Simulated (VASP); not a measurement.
# B5Ru (F-43m) in VASP: a series of runs

Runs on B5Ru. Level: PBE. Tasks: single point, relaxation of cell and atoms.

All numbers are computed with VASP 6.6.1; they aren't measurements. Logs are shortened: lines on timing, memory, paths and dates and some standing lists are left out, and cuts for length are marked.

## (1) The cell of the first run

Symmetry: F-43m, No. 216, cubic system. Conventional cell: a = 5.604 Å, b = 5.604 Å, c = 5.604 Å, α = 90.00°, β = 90.00°, γ = 90.00°. Within 3.1 Å of B (site symmetry -43m) lie 12 B at 2.32 Å and 4 Ru at 2.43 Å. Within 2.6 Å of B (site symmetry 3m) lie 9 B at 1.95 to 2.32 Å and 3 Ru at 2.33 Å. Ru (site symmetry -43m) has 16 B at 2.33 to 2.43 Å within 3.1 Å.

## (2) Single point, PBE

INCAR reads:

```
ALGO = Normal
EDIFF = 1E-6
ENCUT = 520
GGA = PE
ISIF = 2
ISMEAR = 0
LASPH = True
LCHARG = False
LREAL = False
LWAVE = False
NBANDS = 24
NELM = 80
PREC = Accurate
SIGMA = 0.1
```

KPOINTS reads:

```
k-points
0
Gamma
  6 6 6
```

POSCAR reads:

```
B5Ru
1.0
    0.0000000000      2.8017905531      2.8017905531
    2.8017905531      0.0000000000      2.8017905531
    2.8017905531      2.8017905531      0.0000000000
B Ru
5 1
Direct
    0.7500000000      0.7500000000      0.7500000000
    0.3769241815      0.3769241815      0.8692274554
    0.3769241815      0.8692274554      0.3769241815
    0.3769241815      0.3769241815      0.3769241815
    0.8692274554      0.3769241815      0.3769241815
    0.0000000000      0.0000000000      0.0000000000
```

Potentials or basis: VASP PAW PBE potentials, release 64 (B, Ru_pv).

Launch:

```bash
cat potpaw_PBE.64/B/POTCAR potpaw_PBE.64/Ru_pv/POTCAR > POTCAR
mpirun -np 1 vasp_std > vasp.out
```

OUTCAR:

```text
EDIFF = 1E-6
   ENCUT = 520
   GGA = PE
   ISIF = 2
   ISMEAR = 0
   LASPH = True
   LREAL = False
   NELM = 80
   PREC = Accurate

 ion  position               nearest neighbor table
   1  0.750  0.750  0.750-   6 2.43   6 2.43   6 2.43   6 2.43
   2  0.377  0.377  0.869-   3 1.95   4 1.95   5 1.95   4 2.01   3 2.01   5 2.01   6 2.33   6 2.33
                             6 2.33
   3  0.377  0.869  0.377-   2 1.95   4 1.95   5 1.95   2 2.01   4 2.01   5 2.01   6 2.33   6 2.33
                             6 2.33
   4  0.377  0.377  0.377-   2 1.95   3 1.95   5 1.95   2 2.01   3 2.01   5 2.01   6 2.33   6 2.33
                             6 2.33
   5  0.869  0.377  0.377-   2 1.95   3 1.95   4 1.95   4 2.01   2 2.01   3 2.01   6 2.33   6 2.33
                             6 2.33
   6  0.000  0.000  0.000-   2 2.33   3 2.33   5 2.33   4 2.33   4 2.33   4 2.33   2 2.33   3 2.33
                             5 2.33   2 2.33   3 2.33   5 2.33   1 2.43   1 2.43   1 2.43   1 2.43

  LATTYP: Found a face centered cubic cell.
 ALAT       =     5.6035811062

  Lattice vectors:

 A1 = (   0.0000000000,   2.8017905531,   2.8017905531)
 A2 = (   2.8017905531,   0.0000000000,   2.8017905531)
 A3 = (   2.8017905531,   2.8017905531,   0.0000000000)

Analysis of symmetry for initial positions (statically):
=====================================================================
 Subroutine PRICEL returns:
 Original cell was already a primitive cell.

 Routine SETGRP: Setting up the symmetry group for a
 face centered cubic supercell.

 Subroutine GETGRP returns: Found 24 space group operations
 (whereof 24 operations were pure point group operations)
 out of a pool of 48 trial point group operations.

The static configuration has the point symmetry T_d .

Analysis of symmetry for dynamics (positions and initial velocities):
=====================================================================
 Subroutine PRICEL returns:
 Original cell was already a primitive cell.

 Routine SETGRP: Setting up the symmetry group for a
 face centered cubic supercell.

 Subroutine GETGRP returns: Found 24 space group operations
 (whereof 24 operations were pure point group operations)
 out of a pool of 48 trial point group operations.

The dynamic configuration has the point symmetry T_d .

 Subroutine INISYM returns: Found 24 space group operations
 (whereof 24 operations are pure point group operations),
[... 96 lines left out ...]
   LREAL  =      F    real-space projection
   EDIFFG = 0.1E-04   stopping-criterion for IOM
   NSW    =      0    number of steps for IOM
   IBRION =     -1    ionic relax: 0-MD 1-quasi-New 2-CG
   NFREE  =      0    steps in history (QN), initial steepest desc. (CG)
   ISIF   =      2    stress and relaxation
   ISYM   =      2    0-nonsym 1-usesym 2-fastsym
   POTIM  = 0.5000    time-step for ionic-motion
   TEBEG  =    0.0;   TEEND  =   0.0 temperature during run
   PSTRESS=    0.0 pullay stress
   NELECT =      29.0000    total number of electrons
   NUPDOWN=      -1.0000    fix difference up-down
   EMIN   =  10.00;   EMAX   =-10.00  energy-range for DOS
   EFERMI =   0.00;   METHOD = LEGACY
   ISMEAR =     0;   SIGMA  =   0.10  broadening in eV -4-tet -1-fermi 0-gaus
   EFERMI_NEDOS =   21; number of points for ismear=-14 and -15
   IALGO  =     38    algorithm
   IMIX   =      4    mixing-type and parameters
     AMIX     =   0.40;   BMIX     =  1.00
     AMIX_MAG =   1.60;   BMIX_MAG =  1.00
  volume/ion in A,a.u.               =       7.33        49.47
  Fermi-wavevector in a.u.,A,eV,Ry     =   1.424826  2.692531 27.621584  2.030129
  Thomas-Fermi vector in A             =   2.545276
   LORBIT       =      0    0 simple, 1 ext, 2 COOP (PROOUT), +10 PAW based schemes
   GGA     = PE    functional components
   LHFCALC =     F    Hartree Fock is set to
   AEXX    =    0.0000 exact exchange contribution
   IVDW    =     0    specifies the selected vdW correction
   LEPSILON=     F    determine dielectric tensor
   LRPA    =     F    only Hartree local field effects (RPA)
 non-spin polarized calculation
 Gauss-broadening in eV      SIGMA  =   0.10
  energy-cutoff  :      520.00
  volume of cell :       43.99
 maximum number of plane-waves:      1243
 NGX is ok and might be reduce to    30
   NGX = 15   NGY = 15   NGZ = 15

 number of electron      29.0000002 magnetization

 Free energy of the ion-electron system (eV)
  ---------------------------------------------------
  ext. energy  EPLUGINS =         0.00000000
  ---------------------------------------------------
  free energy    TOTEN  =       -37.29999788 eV

  energy without entropy =      -37.28314768  energy(sigma->0) =      -37.29157278

 E-fermi :  12.0558     XC(G=0): -13.2718

 val. band max:       12.0333943019   @ k =   0.1667   0.1667   0.0000
 cond. band min:      12.0846943295   @ k =   0.5000   0.3333   0.1667
 fundamental gap:      0.0513000276
 Fermi energy:        12.0557503120

 k-point     1 :       0.0000    0.0000    0.0000
  band No.  band energies     occupation
      1     -32.6101      2.00000
      2     -32.6101      2.00000
      3     -32.6101      2.00000
      4      -5.4796      2.00000
      5       2.3257      2.00000
      6       3.0433      2.00000
[... 421 lines left out ...]
     23      18.0506      0.00000
     24      18.3791      0.00000

------------------------ aborting loop because EDIFF is reached ----------------------------------------

  FORCE on cell =-STRESS in cart. coord.  units (eV):
  Direction    XX          YY          ZZ          XY          YZ          ZX
  --------------------------------------------------------------------------------------
  -------------------------------------------------------------------------------------
  Total        0.0525883      0.0525883      0.0525883     -0.0000000     -0.0000000      0.0000000
  in kB        1.9154126      1.9154126      1.9154126     -0.0000000     -0.0000000      0.0000000
  external PRESSURE =       1.9154126 kB  Pullay stress =       0.0000000 kB

 VOLUME and BASIS-vectors are now :
 -----------------------------------------------------------------------------
  energy-cutoff  :      520.00
  volume of cell :       43.99
      direct lattice vectors                 reciprocal lattice vectors
     0.000000000  2.801790553  2.801790553    -0.178457308  0.178457308  0.178457308
     2.801790553  0.000000000  2.801790553     0.178457308 -0.178457308  0.178457308
     2.801790553  2.801790553  0.000000000     0.178457308  0.178457308 -0.178457308

 POSITION                                       TOTAL-FORCE (eV/Angst)
 -----------------------------------------------------------------------------------
      4.20269      4.20269      4.20269        -0.000000      0.000000      0.000000
      3.49146      3.49146      2.11213        -0.037289     -0.037289      0.037289
      3.49146      2.11213      3.49146        -0.037289      0.037289     -0.037289
      2.11213      2.11213      2.11213         0.037289      0.037289      0.037289
      2.11213      3.49146      3.49146         0.037289     -0.037289     -0.037289
      0.00000      0.00000      0.00000        -0.000000      0.000000      0.000000
 -----------------------------------------------------------------------------------
    total drift:                               -0.000000     -0.000000     -0.000000

  FREE ENERGIE OF THE ION-ELECTRON SYSTEM (eV)
  ---------------------------------------------------
  free  energy   TOTEN  =       -37.2999978789 eV

  energy  without entropy=      -37.2831476810  energy(sigma->0) =      -37.29157278
```

OSZICAR:

```text
N       E                     dE             d eps       ncg     rms          rms(c)
DAV:   1     0.175961031132E+03    0.17596E+03   -0.14833E+04   768   0.116E+03
DAV:   2    -0.334571761256E+02   -0.20942E+03   -0.19951E+03   896   0.316E+02
DAV:   3    -0.403412228600E+02   -0.68840E+01   -0.67327E+01  1024   0.542E+01
DAV:   4    -0.404217988200E+02   -0.80576E-01   -0.80496E-01   832   0.568E+00
DAV:   5    -0.404235690601E+02   -0.17702E-02   -0.17701E-02  1056   0.729E-01    0.284E+01
DAV:   6    -0.404095431777E+02    0.14026E-01   -0.31155E+01   832   0.436E+01    0.186E+01
DAV:   7    -0.372909719765E+02    0.31186E+01   -0.12313E+01   816   0.306E+01    0.532E+00
DAV:   8    -0.373073983632E+02   -0.16426E-01   -0.39183E-01   904   0.338E+00    0.290E+00
DAV:   9    -0.373003605112E+02    0.70379E-02   -0.19103E-02   880   0.113E+00    0.219E-01
DAV:  10    -0.373000024161E+02    0.35810E-03   -0.17465E-03   936   0.349E-01    0.570E-02
DAV:  11    -0.373000019458E+02    0.47022E-06   -0.50126E-05  1056   0.468E-02    0.255E-02
DAV:  12    -0.372999984423E+02    0.35035E-05   -0.32474E-06   872   0.141E-02    0.329E-03
DAV:  13    -0.372999978789E+02    0.56349E-06   -0.20473E-07   440   0.362E-03
   1 F= -.37299998E+02 E0= -.37291573E+02  d E =-.168502E-01
```

Run time: 18 s. Hardware: 1 thread of Intel Xeon Platinum 8259CL at 2.50GHz (Skylake/Cascade Lake), shared host; peak memory 0.17 GiB.

What came out:

* Free energy: -37.3000 eV
* Pressure: 0.2 GPa
* Largest force: 0.065 eV/Å

Forces in eV/Å, atoms in the order of the input:
```
B    0.000  0.000  0.000
B   -0.037 -0.037  0.037
B   -0.037  0.037 -0.037
B    0.037  0.037  0.037
B    0.037 -0.037 -0.037
Ru   0.000  0.000  0.000
```

## (3) Relaxation of cell and atoms, PBE

This run uses another cell than the first one, of 8.51 Å³/atom, 1.161 times its volume.

INCAR reads:

```
ALGO = Normal
EDIFF = 1E-6
EDIFFG = -0.04
ENCUT = 600
GGA = PE
IBRION = 2
ISIF = 3
ISMEAR = 0
LASPH = True
LCHARG = False
LREAL = False
LWAVE = False
NELM = 60
NSW = 90
PREC = Accurate
SIGMA = 0.1
```

KPOINTS is that of step 2.

POSCAR reads:

```
B5Ru
1.0
    0.0000000000      2.9448490000      2.9448490000
    2.9448490000      0.0000000000      2.9448490000
    2.9448490000      2.9448490000      0.0000000000
B Ru
5 1
Direct
    0.7500000000      0.7500000000      0.7500000000
    0.3758891600      0.3758891600      0.8723325100
    0.3758891600      0.8723325100      0.3758891600
    0.3758891600      0.3758891600      0.3758891600
    0.8723325100      0.3758891600      0.3758891600
    0.0000000000      0.0000000000      0.0000000000
```

Potentials or basis: VASP PAW PBE potentials, release 64 (B, Ru_pv).

Launch:

```bash
cat potpaw_PBE.64/B/POTCAR potpaw_PBE.64/Ru_pv/POTCAR > POTCAR
mpirun -np 1 vasp_std > vasp.out
```

OUTCAR:

```text
EDIFF = 1E-6
   EDIFFG = -0.04
   ENCUT = 600
   GGA = PE
   IBRION = 2
   ISIF = 3
   ISMEAR = 0
   LASPH = True
   LREAL = False
   NELM = 60
   NSW = 90
   PREC = Accurate

 ion  position               nearest neighbor table
   1  0.750  0.750  0.750-   6 2.55   6 2.55   6 2.55   6 2.55
   2  0.376  0.376  0.872-   3 2.07   4 2.07   5 2.07   4 2.10   3 2.10   5 2.10   6 2.44   6 2.44
                             6 2.44
   3  0.376  0.872  0.376-   2 2.07   4 2.07   5 2.07   2 2.10   4 2.10   5 2.10   6 2.44   6 2.44
                             6 2.44
   4  0.376  0.376  0.376-   2 2.07   3 2.07   5 2.07   2 2.10   3 2.10   5 2.10   6 2.44   6 2.44
                             6 2.44
   5  0.872  0.376  0.376-   2 2.07   3 2.07   4 2.07   4 2.10   2 2.10   3 2.10   6 2.44   6 2.44
                             6 2.44
   6  0.000  0.000  0.000-   2 2.44   3 2.44   5 2.44   4 2.44   4 2.44   4 2.44   3 2.44   5 2.44
                             5 2.44   2 2.44   3 2.44   2 2.44   1 2.55   1 2.55   1 2.55   1 2.55

  LATTYP: Found a face centered cubic cell.
 ALAT       =     5.8896980000

  Lattice vectors:

 A1 = (   0.0000000000,   2.9448490000,   2.9448490000)
[... 188 lines left out ...]
  band No.  band energies     occupation
      1     -34.2990      2.00000
      2     -34.2990      2.00000
      3     -34.2990      2.00000
      4      -5.9644      2.00000
      5       1.4113      2.00000
      6       2.2128      2.00000
[... 524 lines left out ...]
--------------------------------------- Ionic step        6  -------------------------------------------

 number of electron      29.0000001 magnetization

 Free energy of the ion-electron system (eV)
  ---------------------------------------------------
  ext. energy  EPLUGINS =         0.00000000
  ---------------------------------------------------
  free energy    TOTEN  =       -37.31099005 eV

  energy without entropy =      -37.29328497  energy(sigma->0) =      -37.30213751

 E-fermi :  12.0676     XC(G=0): -13.2792

 val. band max:       12.0368927640   @ k =   0.1667   0.1667   0.0000
 cond. band min:      12.0900585241   @ k =   0.5000   0.3333   0.1667
 fundamental gap:      0.0531657601
 Fermi energy:        12.0675907742

 k-point     1 :       0.0000    0.0000    0.0000
  band No.  band energies     occupation
      1     -32.5855      2.00000
      2     -32.5855      2.00000
      3     -32.5855      2.00000
      4      -5.4798      2.00000
      5       2.3433      2.00000
      6       3.0664      2.00000
[... 358 lines left out ...]
  FREE ENERGIE OF THE ION-ELECTRON SYSTEM (eV)
  ---------------------------------------------------
  free  energy   TOTEN  =       -37.3109900511 eV

  energy  without entropy=      -37.2932849700  energy(sigma->0) =      -37.30213751

 reached required accuracy - stopping structural energy minimisation
```

OSZICAR:

```text
N       E                     dE             d eps       ncg     rms          rms(c)
DAV:   1     0.188945250955E+03    0.18895E+03   -0.16398E+04   584   0.169E+03
DAV:   2    -0.261085469249E+02   -0.21505E+03   -0.21079E+03   644   0.388E+02
DAV:   3    -0.388796848726E+02   -0.12771E+02   -0.12078E+02   800   0.701E+01
[... 56 lines left out ...]
DAV:   2    -0.373111969356E+02   -0.25176E-03   -0.95069E-03   700   0.737E-01    0.799E-02
DAV:   3    -0.373110542928E+02    0.14264E-03   -0.85250E-04   760   0.236E-01    0.473E-02
DAV:   4    -0.373109894970E+02    0.64796E-04   -0.39153E-04   742   0.146E-01    0.105E-02
DAV:   5    -0.373109898595E+02   -0.36255E-06   -0.37042E-05   678   0.406E-02    0.772E-03
DAV:   6    -0.373109900511E+02   -0.19156E-06   -0.92334E-07   434   0.734E-03
   6 F= -.37310990E+02 E0= -.37302138E+02  d E =-.520736E-02
```

CONTCAR:

```text
B5Ru
   1.00000000000000
     0.0000000000000000    2.8002853751494832    2.8002853751494832
     2.8002853751494832    0.0000000000000000    2.8002853751494832
     2.8002853751494832    2.8002853751494832   -0.0000000000000000
  B               Ru
     5     1
Direct
     0.7500000000000000    0.7500000000000000    0.7500000000000000
     0.3774770473033650    0.3774770473033650    0.8675688480899040
     0.3774770473033650    0.8675688480899040    0.3774770473033650
     0.3774770473033650    0.3774770473033650    0.3774770473033650
     0.8675688480899040    0.3774770473033650    0.3774770473033650
     1.0000000000000000    0.0000000000000000    0.0000000000000000

  0.00000000E+00  0.00000000E+00  0.00000000E+00
  0.00000000E+00  0.00000000E+00  0.00000000E+00
  0.00000000E+00  0.00000000E+00  0.00000000E+00
  0.00000000E+00  0.00000000E+00  0.00000000E+00
  0.00000000E+00  0.00000000E+00  0.00000000E+00
  0.00000000E+00  0.00000000E+00  0.00000000E+00
```

It took 82 s on 1 thread of Intel Xeon Platinum 8259CL at 2.50GHz (Skylake/Cascade Lake), shared host; peak memory 0.21 GiB.

Results:

```
Free energy                            : -37.3110 eV
Relaxed volume                         : 7.32 Å³/atom
Relaxed cell                           : a = 3.960 Å, b = 3.960 Å, c = 3.960 Å, α = 60.00°, β = 60.00°, γ = 60.00°
Space group after relaxing (to 0.05 Å) : F-43m (No. 216)
Energy gained by relaxing              : 130.7 meV/atom
Ionic steps                            : 6
Pressure after relaxing                : 0.6 GPa
```

The path:
```csv
step,energy change (eV),largest force (eV/Å),pressure (GPa),volume (Å³)
1,0.0000,0.0143,-31.04,51.08
2,-0.3522,0.2685,35.43,39.83
3,-0.7788,0.1733,-0.40,44.10
4,-0.7788,0.1762,0.47,43.96
5,-0.7829,0.0856,0.53,43.94
6,-0.7840,0.0017,0.63,43.92
```

Final structure:
```xyz
6
Lattice="0.0000 2.8003 2.8003 2.8003 0.0000 2.8003 2.8003 2.8003 0.0000" Properties=species:S:1:pos:R:3 pbc="T T T"
B     4.2004    4.2004    4.2004
B     3.4865    3.4865    2.1141
B     3.4865    2.1141    3.4865
B     2.1141    2.1141    2.1141
B     2.1141    3.4865    3.4865
Ru    0.0000    2.8003    2.8003
```

Levels at points of the mesh, in eV from the Fermi level:
```csv
k point,band 11,band 12,band 13,band 14,band 15,band 16,band 17,band 18
"(0.00, 0.00, 0.00)",-4.45,-4.45,-4.45,-3.96,0.89,0.89,0.89,1.80
"(0.50, 0.00, 0.00)",-5.14,-4.84,-4.84,0.18,0.41,0.41,0.84,2.64
"(0.50, 0.50, 0.00)",-4.59,-4.59,-3.44,-1.19,0.81,1.41,1.62,1.62
```
